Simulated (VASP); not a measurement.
Set up this calculation in VASP 6.6.1, as the native input.

```
Task                   : single point
Functional             : RPBE
Potentials or basis    : VASP PAW PBE potentials, release 64 (Be)
Cutoff                 : 520 eV
k mesh                 : 20 × 20 × 20
Occupations            : fermi-dirac, width 0.1 eV
Spin                   : no spin polarisation
Dipole correction      : no
Further INCAR settings : ALGO = Normal; EDIFF = 1e-06; NBANDS = 7
```

The structure of Be lies in POSCAR:

```
Be
1.0
   -1.2617756101      1.2617756101      1.2617756101
    1.2617756101     -1.2617756101      1.2617756101
    1.2617756101      1.2617756101     -1.2617756101
Be
1
Direct
    0.0000000000      0.0000000000      0.0000000000
```

The input as run:

INCAR

```
PREC = Accurate
ENCUT = 520
EDIFF = 1E-6
ISMEAR = -1
SIGMA = 0.1
LREAL = False
LASPH = True
NELM = 80
ALGO = Normal
ISIF = 2
LWAVE = False
LCHARG = True
GGA = RP
LELF = True
LVHAR = True
NBANDS = 7
```

KPOINTS

```
Automatic mesh
0
Gamma
  20 20 20
```

Potentials or basis: VASP PAW PBE potentials, release 64 (Be).

Command:

```sh
$ cat potpaw_PBE.64/Be/POTCAR > POTCAR
$ mpirun -np 1 vasp_std > vasp.out
```

Results of the run:

- Pressure: -0.1 GPa
- Band gap on the k mesh: zero (band 1 reaches 11.80 eV, above the bottom of band 2 at 6.58 eV)

Caveat: the PAW data sets were made with another functional, which shifts forces and pressure a little.

Run time: 2.7 s on 1 thread of Intel(R) Xeon(R) 6975P-C (Granite Rapids), on a shared host, peak memory 0.11 GiB.
